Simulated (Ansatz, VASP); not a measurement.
Hf5PbO2 in VASP and in Ansatz

```
CELL_PARAMETERS angstrom
2.57604 -4.49715 0.00000
2.57604 4.49715 0.00000
0.00000 0.00000 8.88406
ATOMIC_POSITIONS crystal
Hf 0.19166 0.80834 0.28094
Hf 0.80834 0.19166 0.28094
Hf 0.80834 0.19166 0.71906
Hf 0.19166 0.80834 0.71906
Hf 0.50000 0.50000 0.50000
Pb 0.00000 0.00000 0.00000
O 0.00000 0.00000 0.62459
O 0.00000 0.00000 0.37541
```

Alike in both runs: functional PBE; k mesh 8 × 8 × 4; occupations gaussian, width 0.1 eV; no spin polarisation.

Ansatz relaxed the structure, and its values are those at the end. VASP's run is a single point on that final structure, the one shown.

|  | VASP | Ansatz |
| --- | --- | --- |
| version | VASP 6.6.1 | Ansatz 0.2.0 |
| potentials or method | VASP PAW PBE potentials, release 64 (Hf_pv, Pb_d, O), cutoff 520 eV | scalar-relativistic, plane waves, PAW |
| valence electrons in the cell | 76 | 156 |

```csv
,VASP,Ansatz,Ansatz less VASP
gap on the k mesh at the Fermi level (eV),none,none,-
pressure (GPa),-0.5,0.0,+0.47
rms of the force components (eV/Å),0.052,0.001,-0.0512
```

A gap of «none» marks a metal or a gap that the smearing closes. The functional is the same, so the differences come from potentials, cutoffs and numerics. VASP's potentials hold 76 valence electrons a cell and Ansatz's 156, so a difference there can come from the potentials and not from the codes.

Spin-orbit coupling is off throughout.
